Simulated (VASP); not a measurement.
**CoO: single point with PBE**

The system is CoO.

```xyz
2
Lattice="2.6162 0.0000 0.0000 0.0000 2.6162 0.0000 0.0000 0.0000 2.6162" Properties=species:S:1:pos:R:3 pbc="T T T"
Co    0.0000    0.0000    0.0000
O     1.3081    1.3081    1.3081
```

```json
{
  "Program": "VASP 6.6.1",
  "Task": "single point",
  "Functional": "PBE",
  "Potentials or basis": "VASP PAW PBE potentials, release 64 (Co, O)",
  "Cutoff": "520 eV",
  "k mesh": "16 × 16 × 16",
  "Occupations": "gaussian, width 0.1 eV",
  "Spin": "collinear spin, ferromagnetic start",
  "Starting moments": "[4.5, 0.0] μB"
}
```

```yaml
Pressure: -0.5 GPa
Band_gap_on_the_k_mesh: zero (filled and empty bands overlap)
Net_moment: 3.00 μB per cell
Site_moments: Co +2.50; O +0.44 μB
Valence_electrons_inside_the_program's_atomic_spheres: Co 7.80; O 4.93
```

Levels at points of the mesh, in eV from the Fermi level:
Spin up:
| k point | band 5 | band 6 | band 7 | band 8 | band 9 | band 10 | band 11 | band 12 | band 13 | band 14 |
| --- | --- | --- | --- | --- | --- | --- | --- | --- | --- | --- |
| (0.00, 0.00, 0.00) | -2.80 | -2.80 | -2.56 | -2.56 | -2.56 | 0.69 | 15.46 | 15.46 | 19.91 | 19.91 |
| (0.50, 0.00, 0.00) | -3.94 | -2.49 | -1.62 | -0.36 | -0.36 | 6.16 | 8.00 | 16.46 | 17.64 | 17.64 |
| (0.50, 0.50, 0.00) | -3.18 | -3.12 | -3.12 | -1.89 | -1.60 | 5.67 | 11.13 | 11.13 | 16.72 | 24.47 |
| (0.50, 0.50, 0.50) | -1.56 | -1.56 | -0.38 | -0.38 | -0.38 | 6.78 | 6.78 | 6.78 | 14.57 | 21.67 |
Spin down:
```csv
k point,band 3,band 4,band 5,band 6,band 7,band 8,band 9,band 10
"(0.00, 0.00, 0.00)",-2.55,-2.00,-2.00,-2.00,0.50,0.50,0.50,1.36
"(0.50, 0.00, 0.00)",-2.91,-2.91,-2.13,0.42,0.60,1.79,1.79,6.60
"(0.50, 0.50, 0.00)",-5.65,-2.16,-1.03,-0.42,-0.21,-0.21,0.61,6.71
"(0.50, 0.50, 0.50)",-6.09,-6.09,0.65,0.65,2.09,2.09,2.09,7.11
```

Run time: 62 s on 1 thread of AMD EPYC 9R45 96-Core Processor (Zen 5) (shared host), peak memory 0.17 GiB.

Caveat: a cell with one magnetic atom can't hold antiferromagnetic order, which such compounds often take; semilocal functionals often make such compounds metallic where correlation or magnetic order opens a gap, which also shifts bond lengths. With open d or f shells a metallic result of PBE can be an artefact of self-interaction; +U or a hybrid may open a gap.
